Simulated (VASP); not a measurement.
MnSb, 4 atoms in the cell. The structure is hexagonal, space group P6_3/mmc (No. 194). The conventional cell has a = 4.122 Å, b = 4.122 Å, c = 5.741 Å, α = 90.00°, β = 90.00°, γ = 120.00°. Within 3.8 Å of Sb (site symmetry -6m2) lie 6 Mn at 2.78 Å and 6 Sb at 3.73 Å. Within 3.7 Å of Mn (site symmetry -3m) lie 6 Sb at 2.78 Å and 2 Mn at 2.87 Å. 

```yaml
Program: VASP 6.6.1
Task: single point
Functional: LDA
Potentials_or_basis: VASP PAW LDA potentials, release 64 (Sb, Mn_pv)
Cutoff: 520 eV
k_mesh: 7 × 7 × 5
Occupations: fermi-dirac, width 0.05 eV
Spin: collinear spin, ferromagnetic start
Starting_moments: "[0.0, 0.0, 4.0, 4.0] μB"
Dipole_correction: no
Further_INCAR_settings: ALGO = Normal; EDIFF = 1e-06; NBANDS = 30
```

Potentials or basis: VASP PAW LDA potentials, release 64 (Sb, Mn_pv).

Command:

```bash
$ cat potpaw_LDA.64/Sb/POTCAR potpaw_LDA.64/Mn_pv/POTCAR > POTCAR
$ mpirun -np 1 vasp_std > vasp.out
```

Hardware: 1 thread of Intel(R) Xeon(R) 6975P-C (Granite Rapids) (shared host).

Problem. How long does it take, and how much memory?

Solution. Run time: 54 s on 1 thread of Intel(R) Xeon(R) 6975P-C (Granite Rapids), on a shared host, peak memory 0.24 GiB. Counts: scf iterations 15, k points 24.
